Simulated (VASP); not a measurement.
**CaO: single point with PBE**

The system is CaO.

```
Ca O
1.0
     4.15165    0.00000    0.00000
    -2.07582    3.34087    0.00000
     0.00000    0.00000    4.80776
Ca O
2 2
Direct
  0.33333 0.66667 0.75000
  0.66667 0.33333 0.25000
  0.33333 0.66667 0.25000
  0.66667 0.33333 0.75000
```

This cell differs from its parent crystal: strain +e along x and -e along y +0.0367, strain +e along z and -e/2 along x and y +0.0000.

* Program: VASP 6.6.1
* Task: single point
* Functional: PBE
* Potentials or basis: VASP PAW PBE potentials, release 64 (Ca_sv, O)
* Cutoff: 520 eV
* k mesh: 9 × 9 × 6
* Occupations: gaussian, width 0.05 eV
* Spin: no spin polarisation
* Dipole correction: no
* Further INCAR settings: ALGO = Normal; EDIFF = 1e-06; NBANDS = 24

```yaml
Pressure: 0.8 GPa
Largest_force: 0.507 eV/Å
Band_gap_on_the_k_mesh: 3.14 eV, direct
```

Forces on the atoms (eV/Å):
```
Ca   0.000 -0.507  0.000
Ca   0.000  0.507  0.000
O    0.000 -0.400  0.000
O    0.000  0.400  0.000
```

Stress tensor (GPa, compression positive):
```
-2.15  0.00  0.00
 0.00  4.05  0.00
 0.00  0.00  0.56
```

Levels at points of the mesh, in eV from the valence-band top:
```
           k point  band 12  band 13  band 14  band 15  band 16  band 17  band 18  band 19  band 20  band 21
(0.00, 0.00, 0.00)    -1.18    -1.10    -1.10    -1.06     0.00     3.14     6.10     6.16     7.64     7.67
(0.00, 0.00, 0.50)    -1.56    -1.32    -1.32    -1.19    -1.19     4.94     4.94     7.67     7.67     7.79
```

Wall time 2.2 min on 1 thread of Oxide Virtual Turin-like Processor (shared host), peak memory 0.24 GiB.

Caveat: the cell differs from its parent crystal (strain +e along x and -e along y +0.0367, strain +e along z and -e/2 along x and y +0.0000). A k mesh can miss the band edges.
